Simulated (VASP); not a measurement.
# PtSe: single point with PBEsol

Crystal: PtSe.

```xyz
2
Lattice="0.0000 2.5707 2.5707 2.5707 0.0000 2.5707 2.5707 2.5707 0.0000" Properties=species:S:1:pos:R:3 pbc="T T T"
Pt    2.5707    2.5707    2.5707
Se    0.0000    0.0000    0.0000
```

```yaml
Program: VASP 6.6.1
Task: single point
Functional: PBEsol
Potentials_or_basis: VASP PAW PBE potentials, release 64 (Pt, Se)
Cutoff: 520 eV
k_mesh: 10 × 10 × 10
Occupations: gaussian, width 0.05 eV
Spin: collinear spin
Starting_moments: "[0.05, 0.0] μB"
```

| Property | Result |
| --- | --- |
| Pressure | 7.0 GPa |
| Band gap on the k mesh | zero (filled and empty bands overlap) |
| Net moment | 0.00 μB per cell |
| Valence electrons inside the program's atomic spheres | Pt 9.36; Se 3.81 |

Levels at points of the mesh, in eV from the Fermi level:
Spin up:
```csv
k point,band 6,band 7,band 8,band 9,band 10,band 11
"(0.00, 0.00, 0.00)",-3.57,-1.59,-1.59,-1.59,1.80,9.38
"(0.50, 0.00, 0.00)",-2.42,-1.85,3.04,3.30,3.30,6.14
"(0.50, 0.50, 0.00)",-3.00,-2.01,-2.01,-1.37,0.21,8.67
```
Spin down:
| k point | band 5 | band 6 | band 7 | band 8 | band 9 | band 10 | band 11 | band 12 |
| --- | --- | --- | --- | --- | --- | --- | --- | --- |
| (0.00, 0.00, 0.00) | -3.57 | -3.57 | -1.59 | -1.59 | -1.59 | 1.80 | 9.38 | 11.81 |
| (0.50, 0.00, 0.00) | -2.42 | -2.42 | -1.85 | 3.04 | 3.30 | 3.30 | 6.14 | 6.14 |
| (0.50, 0.50, 0.00) | -3.51 | -3.00 | -2.01 | -2.01 | -1.37 | 0.21 | 8.67 | 11.93 |

Run time: 26 s on 1 thread of Intel(R) Xeon(R) 6975P-C (Granite Rapids), with other jobs on the host, peak memory 0.2 GiB.

Caveat: the cell stands under pressure; the PAW data sets were made with another functional, which shifts forces and pressure a little; spin-orbit coupling is left out, which moves the levels of the heavy elements.
